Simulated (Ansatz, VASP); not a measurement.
BiTe: VASP beside Ansatz

INCAR

```
SYSTEM = BiTe
ALGO     = Normal         ! electronic algorithm
EDIFF    = 1E-6           ! SCF threshold, eV
ENCUT    = 500            ! plane-wave cutoff, eV
GGA      = PE             ! functional
GGA_COMPAT= .FALSE.      
ISIF     = 2              ! what is computed and relaxed
ISMEAR   = -1             ! smearing method
LASPH    = .TRUE.         ! aspherical terms in the spheres
LCHARG   = .FALSE.        ! write CHGCAR
LREAL    = .FALSE.        ! projectors in reciprocal space
LWAVE    = .FALSE.        ! write WAVECAR
NBANDS   = 18             ! bands
NELM     = 120            ! most SCF steps
PREC     = Accurate       ! precision mode
SIGMA    = 0.05           ! smearing width, eV
```

The input KPOINTS:

```
k-points
0
G
  6 6 6
  0 0 0
```

POSCAR

```
BiTe
1.0
    0.0000000000      3.3644000000      3.2350000000
    3.3644000000      0.0000000000      3.2350000000
    3.3644000000      3.3644000000      0.0000000000
Bi Te
1 1
Direct
    0.0000000000      0.0000000000      0.0000000000
    0.5000000000      0.5000000000      0.5000000000
```

Contents of input.yaml:

```yaml
crystal:
  lattice:
    - [0.0, 3.3644, 3.235]
    - [3.3644, 0.0, 3.235]
    - [3.3644, 3.3644, 0.0]
  atoms:
    - { symbol: Bi, position: [0.0, 0.0, 0.0] }
    - { symbol: Te, position: [0.5, 0.5, 0.5] }
hamiltonian:
  xc: pbe
  pseudopotentials: { kind: paw }
kpoints:
  mp_grid: { grid: [6, 6, 6] }
  band_path:
    path:
      - [[0.0, 0.0, 0.0], [0.0, 0.5, 0.5], [0.2704, 0.5, 0.7704], [0.3852, 0.3852, 0.7704], [0.0, 0.0, 0.0], [-0.5, -0.5, 0.0], [-0.3852, -0.3852, 0.2296], [0.0, 0.0, 0.5], [-0.25, 0.25, 0.5], [-0.5, -0.2704, 0.2296], [-0.5, -0.5, 0.0]]
      - [[0.0, 0.5, 0.5], [-0.25, 0.25, 0.5]]
    npoints: 14
scf:
  occupations: { method: fermi_dirac, width: 0.05 }
  n_extra_bands: 6
output:
  forces: true
  stress: true
  eigenvalues: true
  fatbands: false
```

Alike in both runs: functional PBE; k mesh 6 × 6 × 6; occupations fermi-dirac, width 0.05 eV; no spin polarisation.

|  | VASP | Ansatz |
| --- | --- | --- |
| version | VASP 6.6.1 | Ansatz 0.2.0 |
| potentials or method | VASP PAW PBE potentials, release 64 (Bi_d, Te) | Ansatz PAW |
| plane-wave cutoff (eV) | 500 | 420 |
| valence electrons in the cell | 21 | 31 |
| task | single point | band structure |

|  | VASP | Ansatz | Ansatz less VASP |
| --- | --- | --- | --- |
| gap on the k mesh at the Fermi level (eV) | none | none | - |
| pressure (GPa) | -2.4 | -2.4 | +0.06 |
| traceless stress, the component that is largest in VASP (GPa) | 1.32 | 1.32 | +0.002 |

A gap of «none» marks a metal or a gap that the smearing closes. The functional is the same, so the differences come from potentials, cutoffs and numerics. VASP's potentials hold 21 valence electrons a cell and Ansatz's 31, so a difference there can come from the potentials and not from the codes.

Neither program's run includes spin-orbit coupling.
